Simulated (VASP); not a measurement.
# Ca (I4/mmm) in VASP: notebook, part 2 of 2

VASP 6.6.1. The steps go on from the part before.

**5. Single point, LDA (strain +0.0350 x Voigt [0, 0, 1, 0, 0, 0])**

File INCAR:

```
  PREC = Accurate
  ENCUT = 520
  EDIFF = 1E-6
  ISMEAR = 0
  SIGMA = 0.15
  LREAL = F
  LASPH = T
  NELM = 60
  ALGO = Fast
  ISIF = 2
  LWAVE = F
  LCHARG = F
  NBANDS = 11
```

File KPOINTS:

```
regular mesh
0
Gamma
  16 16 16
```

File POSCAR:

```
Ca
1.0
   -2.2400000000      2.2400000000      2.3184000000
    2.2400000000     -2.2400000000      2.3184000000
    2.2400000000      2.2400000000     -2.3184000000
Ca
1
Direct
    0.0000000000      0.0000000000      0.0000000000
```

Potentials or basis: VASP PAW LDA potentials, release 64 (Ca_sv).

The run is started by

```sh
$ cat potpaw_LDA.64/Ca_sv/POTCAR > POTCAR
$ mpirun -np 1 vasp_std > vasp.out
```

OUTCAR:

```text
PREC = Accurate
   ENCUT = 520
   EDIFF = 1E-6
   ISMEAR = 0
   LREAL = F
   LASPH = T
   NELM = 60
   ISIF = 2

 ion  position               nearest neighbor table
   1  0.000  0.000  0.000-

  LATTYP: Found a body centered tetragonal cell.
 ALAT       =     4.4800000000
 C/A-ratio  =     1.0350000000

  Lattice vectors:

 A1 = (  -2.2400000000,   2.2400000000,   2.3184000000)
 A2 = (   2.2400000000,  -2.2400000000,   2.3184000000)
 A3 = (   2.2400000000,   2.2400000000,  -2.3184000000)

Analysis of symmetry for initial positions (statically):
=====================================================================
 Subroutine PRICEL returns:
 Original cell was already a primitive cell.

 Routine SETGRP: Setting up the symmetry group for a
 body centered tetragonal supercell.

 Subroutine GETGRP returns: Found 16 space group operations
 (whereof 16 operations were pure point group operations)
 out of a pool of 16 trial point group operations.

The static configuration has the point symmetry D_4h.

Analysis of symmetry for dynamics (positions and initial velocities):
=====================================================================
 Subroutine PRICEL returns:
 Original cell was already a primitive cell.

 Routine SETGRP: Setting up the symmetry group for a
 body centered tetragonal supercell.

 Subroutine GETGRP returns: Found 16 space group operations
 (whereof 16 operations were pure point group operations)
 out of a pool of 16 trial point group operations.

The dynamic configuration has the point symmetry D_4h.

 Subroutine INISYM returns: Found 16 space group operations
 (whereof 16 operations are pure point group operations),
 and found     1 'primitive' translations

----------------------------------------------------------------------------------------

                                     Primitive cell

  volume of cell :      46.5312

  direct lattice vectors                    reciprocal lattice vectors
    -2.240000000  2.240000000  2.318400000     0.000000000  0.223214286  0.215665977
     2.240000000 -2.240000000  2.318400000     0.223214286  0.000000000  0.215665977
     2.240000000  2.240000000 -2.318400000     0.223214286  0.223214286  0.000000000

  length of vectors
     3.925580028  3.925580028  3.925580028     0.310381106  0.310381106  0.315672670

  position of ions in fractional coordinates (direct lattice)
     0.000000000  0.000000000  0.000000000

  ion indices of the primitive-cell ions
   primitive index   ion index
                 1           1

----------------------------------------------------------------------------------------

 KPOINTS: regular mesh

Automatic generation of k-mesh.
 Grid dimensions read from file:
 generate k-points for:   16   16   16

 Generating k-lattice:

  Cartesian coordinates                     Fractional coordinates (reciprocal lattice)
     0.000000000  0.013950893  0.013479124     0.062500000  0.000000000  0.000000000
     0.013950893  0.000000000  0.013479124     0.000000000  0.062500000  0.000000000
     0.013950893  0.013950893  0.000000000     0.000000000  0.000000000  0.062500000

  Length of vectors
     0.019398819  0.019398819  0.019729542

  Shift w.r.t. Gamma in fractional coordinates (k-lattice)
     0.000000000  0.000000000  0.000000000

 Subroutine IBZKPT returns following result:
 ===========================================

 Found    349 irreducible k-points:

 Following reciprocal coordinates:
            Coordinates               Weight
  0.000000  0.000000  0.000000      1.000000
  0.062500  0.000000  0.000000      8.000000
  0.125000  0.000000  0.000000      8.000000
  0.187500  0.000000  0.000000      8.000000
  0.250000  0.000000  0.000000      8.000000
  0.312500  0.000000  0.000000      8.000000
[... 16 lines left out ...]
 -0.125000  0.062500  0.000000     16.000000
 -0.062500  0.062500  0.000000      4.000000
 [... further k-points ...]
   k-points           NKPTS =    349   k-points in BZ     NKDIM =    349   number of bands    NBANDS=     11
   number of dos      NEDOS =    301   number of ions     NIONS =      1
   total plane-waves  NPLWV =  27000
   dimension x,y,z NGX =    30 NGY =   30 NGZ =   30
   dimension x,y,z NGXF=    60 NGYF=   60 NGZF=   60
   ions per type =               1
   NGX,Y,Z   is equivalent  to a cutoff of  12.70, 12.70, 12.70 a.u.
   NGXF,Y,Z  is equivalent  to a cutoff of  25.41, 25.41, 25.41 a.u.
 SYSTEM =  unknown system
   PREC   = accura    normal or accurate (medium, high low for compatibility)
   ISTART =      0    job   : 0-new  1-cont  2-samecut
   ICHARG =      2    charge: 1-file 2-atom 10-const
   ISPIN  =      1    spin polarized calculation?
   LNONCOLLINEAR =      F non collinear calculations
   LSORBIT =      F    spin-orbit coupling
   LASPH  =      T    aspherical Exc in radial PAW
   ENCUT  =  520.0 eV  38.22 Ry    6.18 a.u.   7.30  7.30  7.30*2*pi/ulx,y,z
   NELM   =     60;   NELMIN=  2; NELMDL= -5     # of ELM steps
   EDIFF  = 0.1E-05   stopping-criterion for ELM
   LREAL  =      F    real-space projection
   EDIFFG = 0.1E-04   stopping-criterion for IOM
   NSW    =      0    number of steps for IOM
   IBRION =     -1    ionic relax: 0-MD 1-quasi-New 2-CG
   NFREE  =      0    steps in history (QN), initial steepest desc. (CG)
   ISIF   =      2    stress and relaxation
   ISYM   =      2    0-nonsym 1-usesym 2-fastsym
   POTIM  = 0.5000    time-step for ionic-motion
   TEBEG  =    0.0;   TEEND  =   0.0 temperature during run
   PSTRESS=    0.0 pullay stress
   NELECT =      10.0000    total number of electrons
   NUPDOWN=      -1.0000    fix difference up-down
   EMIN   =  10.00;   EMAX   =-10.00  energy-range for DOS
   EFERMI =   0.00;   METHOD = LEGACY
   ISMEAR =     0;   SIGMA  =   0.15  broadening in eV -4-tet -1-fermi 0-gaus
   EFERMI_NEDOS =   21; number of points for ismear=-14 and -15
   IALGO  =     68    algorithm
   IMIX   =      4    mixing-type and parameters
     AMIX     =   0.40;   BMIX     =  1.00
     AMIX_MAG =   1.60;   BMIX_MAG =  1.00
  volume/ion in A,a.u.               =      46.53       314.01
  Fermi-wavevector in a.u.,A,eV,Ry     =   0.980603  1.853072 13.083130  0.961583
  Thomas-Fermi vector in A             =   2.111546
   LORBIT       =      0    0 simple, 1 ext, 2 COOP (PROOUT), +10 PAW based schemes
   GGA     = CA    functional components
   LHFCALC =     F    Hartree Fock is set to
   AEXX    =    0.0000 exact exchange contribution
   IVDW    =     0    specifies the selected vdW correction
   LEPSILON=     F    determine dielectric tensor
   LRPA    =     F    only Hartree local field effects (RPA)
 non-spin polarized calculation
 RMM-DIIS sequential band-by-band and
 Gauss-broadening in eV      SIGMA  =   0.15
  energy-cutoff  :      520.00
  volume of cell :       46.53
 maximum number of plane-waves:      1276
 NGX is ok and might be reduce to    30
   NGX = 15   NGY = 15   NGZ = 15

 number of electron      10.0000000 magnetization

 number of electron       9.9999999 magnetization

 Free energy of the ion-electron system (eV)
  ---------------------------------------------------
  ext. energy  EPLUGINS =         0.00000000
  ---------------------------------------------------
  free energy    TOTEN  =        -2.11336095 eV

  energy without entropy =       -2.09492590  energy(sigma->0) =       -2.10414342

 E-fermi :   1.4703     XC(G=0):  -7.6544

 val. band max:        1.4678294387   @ k =   0.3750   0.1875   0.0625
 cond. band min:       1.4713846131   @ k =  -0.2500   0.5000   0.2500
 fundamental gap:      0.0035551745
 Fermi energy:         1.4703444329

 k-point     1 :       0.0000    0.0000    0.0000
  band No.  band energies     occupation
      1     -40.3785      2.00000
      2     -21.5970      2.00000
      3     -21.5970      2.00000
      4     -21.5937      2.00000
      5      -2.4231      2.00000
      6       3.4416      0.00000
      7       3.4416      0.00000
      8       3.5762      0.00000
      9       4.3588      0.00000
     10       4.5238      0.00000
     11      11.0996      0.00000
[... 309 lines left out ...]
 k-point    24 :      -0.0625    0.0625    0.0000
  band No.  band energies     occupation
      1     -40.3781      2.00000
      2     -21.6009      2.00000
      3     -21.5970      2.00000
      4     -21.5951      2.00000
      5      -2.3560      2.00000
      6       3.4000      0.00000
      7       3.4896      0.00000
      8       3.5526      0.00000
      9       4.3637      0.00000
     10       4.4789      0.00000
     11      11.2661      0.00000

 [... further k-points ...]

------------------------ aborting loop because EDIFF is reached ----------------------------------------

  FORCE on cell =-STRESS in cart. coord.  units (eV):
  Direction    XX          YY          ZZ          XY          YZ          ZX
  --------------------------------------------------------------------------------------
  -------------------------------------------------------------------------------------
  Total       -0.8236923     -0.8236923     -0.8013969      0.0000000      0.0000000      0.0000000
  in kB      -28.3616313    -28.3616313    -27.5939489      0.0000000      0.0000000      0.0000000
  external PRESSURE =     -28.1057372 kB  Pullay stress =       0.0000000 kB

 VOLUME and BASIS-vectors are now :
 -----------------------------------------------------------------------------
  energy-cutoff  :      520.00
  volume of cell :       46.53
      direct lattice vectors                 reciprocal lattice vectors
    -2.240000000  2.240000000  2.318400000     0.000000000  0.223214286  0.215665977
     2.240000000 -2.240000000  2.318400000     0.223214286  0.000000000  0.215665977
     2.240000000  2.240000000 -2.318400000     0.223214286  0.223214286  0.000000000

 POSITION                                       TOTAL-FORCE (eV/Angst)
 -----------------------------------------------------------------------------------
      0.00000      0.00000      0.00000         0.000000      0.000000      0.000000
 -----------------------------------------------------------------------------------
    total drift:                               -0.000000     -0.000000      0.000000

  FREE ENERGIE OF THE ION-ELECTRON SYSTEM (eV)
  ---------------------------------------------------
  free  energy   TOTEN  =        -2.1133609479 eV

  energy  without entropy=       -2.0949259012  energy(sigma->0) =       -2.10414342
```

OSZICAR:

```text
N       E                     dE             d eps       ncg     rms          rms(c)
DAV:   1     0.654085175043E+02    0.65409E+02   -0.49067E+03  7686   0.810E+02
DAV:   2    -0.559922529261E+00   -0.65968E+02   -0.65358E+02  8458   0.205E+02
DAV:   3    -0.204597596145E+01   -0.14861E+01   -0.14661E+01 11465   0.301E+01
DAV:   4    -0.211959579044E+01   -0.73620E-01   -0.73326E-01 10035   0.535E+00
DAV:   5    -0.212104915928E+01   -0.14534E-02   -0.14532E-02 10908   0.631E-01    0.235E+00
RMM:   6    -0.211452555110E+01    0.65236E-02   -0.99987E-03  8164   0.112E+00    0.146E+00
RMM:   7    -0.211356347238E+01    0.96208E-03   -0.23515E-02  9192   0.195E+00    0.113E-01
RMM:   8    -0.211323706694E+01    0.32641E-03   -0.55654E-03  9069   0.875E-01    0.282E-02
RMM:   9    -0.211333118607E+01   -0.94119E-04   -0.13383E-03 11424   0.406E-01    0.239E-02
RMM:  10    -0.211335395599E+01   -0.22770E-04   -0.22431E-04 11948   0.154E-01    0.795E-03
RMM:  11    -0.211336095412E+01   -0.69981E-05   -0.50247E-05 12127   0.558E-02    0.116E-02
RMM:  12    -0.211336094789E+01    0.62233E-08   -0.44320E-06 10081   0.233E-02
   1 F= -.21133609E+01 E0= -.21041434E+01  d E =-.184350E-01
```

stdout:

```text
POSCAR found type information on POSCAR Ca
 POSCAR found :  1 types and       1 ions
 scaLAPACK will be used
 LDA part: xc-table for (Slater(with rela. corr.)+CA(PZ))
 , standard interpolation
 POSCAR, INCAR and KPOINTS ok, starting setup
 FFT: planning ... GRIDC
 FFT: planning ... GRID_SOFT
 FFT: planning ... GRID
 WAVECAR not read
 entering main loop
WARNING in EDDRMM: call to ZHEGV failed, returncode =   8  4      8
WARNING in EDDRMM: call to ZHEGV failed, returncode =   8  4     11
WARNING in EDDRMM: call to ZHEGV failed, returncode =   6  3      8
```

It took 79 s on 1 thread of Intel Xeon 6975P-C (Granite Rapids), shared host; peak memory 0.28 GiB.

Results:

| Property | Result |
| --- | --- |
| Free energy | -2.1134 eV |
| Pressure | -2.8 GPa |
| Band gap on the k mesh | zero (bands 5 and 6 overlap by 0.37 eV) |

Caveat: the cell differs from its parent crystal (strain +0.0350 x Voigt [0, 0, 1, 0, 0, 0]).

**6. Single point, LDA (strain +0.0400 x Voigt [0, 0, 1, 0, 0, 0])**

File INCAR:

```
SYSTEM = Ca
PREC = Accurate
ENCUT = 520
EDIFF = 1E-6
ISMEAR = 0
SIGMA = 0.15
LREAL = .FALSE.
LASPH = .TRUE.
NELM = 80
ALGO = Fast
ISIF = 2
LWAVE = .FALSE.
LCHARG = .FALSE.
GGA = CA
NBANDS = 11
```

File KPOINTS:

```
regular mesh
0
G
  16 16 16
  0 0 0
```

File POSCAR:

```
Ca
1.0
   -2.2400000000      2.2400000000      2.3296000000
    2.2400000000     -2.2400000000      2.3296000000
    2.2400000000      2.2400000000     -2.3296000000
Ca
1
Direct
    0.0000000000      0.0000000000      0.0000000000
```

Potentials or basis: VASP PAW LDA potentials, release 64 (Ca_sv).

The run is started by

```sh
$ cat potpaw_LDA.64/Ca_sv/POTCAR > POTCAR
$ mpirun -np 1 vasp_std > vasp.out
```

It took 78 s on 1 thread of Intel Xeon 6975P-C (Granite Rapids), shared host; peak memory 0.28 GiB.

The run converged. Its results:

```
Free energy            : -2.1095 eV
Pressure               : -2.9 GPa
Band gap on the k mesh : zero (bands 5 and 6 overlap by 0.37 eV)
```

Stress tensor (GPa, compression positive):
```
-2.89  0.00  0.00
 0.00 -2.89  0.00
 0.00  0.00 -2.80
```

Levels at points of the mesh, in eV from the Fermi level:
```csv
k point,band 3,band 4,band 5,band 6,band 7,band 8
"(0.00, 0.00, 0.00)",-23.08,-23.08,-3.88,1.96,1.96,2.11
"(0.50, 0.00, 0.00)",-23.11,-23.08,-0.93,-0.09,1.25,2.76
"(0.50, 0.50, 0.00)",-23.11,-23.08,-0.84,0.03,1.06,2.96
"(0.50, 0.50, 0.50)",-23.15,-23.15,0.06,0.14,3.13,3.65
```

Caveat: the cell differs from its parent crystal (strain +0.0400 x Voigt [0, 0, 1, 0, 0, 0]).

**7. Summary**

```csv
cell,gap on the mesh (eV),pressure (GPa)
"a = 3.841 Å, angles 108.7, 108.7, 111.1°, 1 atom",none,-2.2
"a = 3.893 Å, angles 109.7, 109.7, 108.9°, 1 atom",none,-2.6
"a = 3.919 Å, angles 110.3, 110.3, 107.9°, 1 atom",none,-2.8
"a = 3.926 Å, angles 110.4, 110.4, 107.6°, 1 atom",none,-2.8
"a = 3.932 Å, angles 110.5, 110.5, 107.3°, 1 atom",none,-2.9
```

Alike in all rows: task single point; level LDA; potentials or basis VASP PAW LDA potentials, release 64 (Ca_sv); no spin polarisation; k mesh 16 × 16 × 16; cutoff (eV) 520; smearing gaussian 0.15 eV.

Absolute energies hang on the potentials; compare differences alone.
